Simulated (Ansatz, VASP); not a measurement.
# Be3TeO2: VASP beside Ansatz

```
CELL_PARAMETERS angstrom
3.91522 0.00000 0.00000
0.00000 3.91522 0.00000
0.00000 0.00000 5.40279
ATOMIC_POSITIONS crystal
Be 0.00000 0.50000 0.09706
Be 0.50000 0.00000 0.09706
Be 0.50000 0.50000 0.74003
Te 0.00000 0.00000 0.81301
O 0.50000 0.50000 0.03829
O 0.50000 0.50000 0.47423
```

Alike in both runs: task relaxation of cell and atoms; functional PBE; k mesh 8 × 8 × 6; occupations gaussian, width 0.02 eV; no spin polarisation.

|  | VASP | Ansatz |
| --- | --- | --- |
| version | VASP 6.6.1 | Ansatz 0.2.0 |
| potentials or method | VASP PAW PBE potentials, release 64 (Be, Te, O), cutoff 600 eV | scalar-relativistic, plane waves, PAW |
| valence electrons in the cell | 24 | 34 |

|  | VASP | Ansatz | Ansatz less VASP |
| --- | --- | --- | --- |
| gap on the k mesh at the Fermi level, each at its own relaxed structure (eV) | 0.80 | 0.86 | +0.060 |
| relaxed volume (Å³/atom) | 13.59 | 13.68 | +0.091 |
| relaxed cell length with the largest relative difference (Å) | 3.876 | 3.889 | +0.0132 |

VASP's potentials hold 24 valence electrons a cell and Ansatz's 34, so a difference there can come from the potentials and not from the codes.

Neither program's run includes spin-orbit coupling.
